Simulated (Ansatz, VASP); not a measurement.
Mg4TiN: VASP beside Ansatz

```
CELL_PARAMETERS angstrom
4.78941 0.00000 0.00000
-2.39470 4.14775 0.00000
0.00000 0.00000 5.37555
ATOMIC_POSITIONS crystal
Mg 0.33333 0.66667 0.75236
Mg 0.33333 0.66667 0.24764
Mg 0.66667 0.33333 0.75236
Mg 0.66667 0.33333 0.24764
Ti 0.00000 0.00000 0.00000
N 0.00000 0.00000 0.50000
```

Change from the starting cell: species swapped into the ZrTiB4 type (P6/mmm, No. 191).

Alike in both runs: task relaxation of cell and atoms; functional PBE; k mesh 6 × 6 × 4; occupations gaussian, width 0.1 eV; no spin polarisation.

|  | VASP | Ansatz |
| --- | --- | --- |
| version | VASP 6.6.1 | Ansatz 0.2.0 |
| potentials or method | VASP PAW PBE potentials, release 64 (Mg, Ti_sv, N), cutoff 600 eV | scalar-relativistic, plane waves, PAW |
| valence electrons in the cell | 25 | 57 |

Ansatz gave:

- gap on the k mesh at the Fermi level, each at its own relaxed structure (eV): none
- relaxed volume (Å³/atom): 18.00
- relaxed cell length with the largest relative difference (Å): 5.304

Task: Estimate VASP's values.

Result: gap on the k mesh at the Fermi level, each at its own relaxed structure (eV): none; relaxed volume (Å³/atom): 17.94; relaxed cell length with the largest relative difference (Å): 5.288.

A gap of «none» marks a metal or a gap that the smearing closes. VASP's potentials hold 25 valence electrons a cell and Ansatz's 57, so a difference there can come from the potentials and not from the codes.
